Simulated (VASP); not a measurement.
Input of a VASP 6.6.1 run:

The input INCAR:

```
PREC = Accurate ; ENCUT = 520
EDIFF = 1E-6 ; ISMEAR = 0
SIGMA = 0.15 ; LREAL = False
LASPH = True ; NELM = 80
ALGO = Normal ; ISIF = 2
LWAVE = False ; LCHARG = True
GGA = PE ; LELF = True
LVHAR = True ; NBANDS = 16
```

File KPOINTS:

```
regular mesh
0
Gamma
  18 18 18
```

File POSCAR:

```
InP
1.0
    0.0000000000      2.7286080084      2.7701604146
    2.7286080084      0.0000000000      2.7701604146
    2.7286080084      2.7286080084      0.0000000000
In P
1 1
Direct
    0.0000000000      0.0000000000      0.0000000000
    0.5000000000      0.5000000000      0.5000000000
```

Potentials or basis: VASP PAW PBE potentials, release 64 (In_d, P).

Command:

```console
$ cat potpaw_PBE.64/In_d/POTCAR potpaw_PBE.64/P/POTCAR > POTCAR
$ mpirun -np 1 vasp_std > vasp.out
```

Problem. What does it give for the band gap on the k mesh?

Solution. Zero (bands 9 and 10 overlap by 2.69 eV).

Problem. What does it give for the pressure?

Solution. 2.4 GPa.

Stress tensor (GPa, compression positive):
```
2.98 0.00 0.00
0.00 2.98 0.00
0.00 0.00 1.18
```

Caveat: the cell differs from its parent crystal (strain -0.015 along x and y, +0.000 along z); spin-orbit coupling is left out, which moves the levels of the heavy elements.
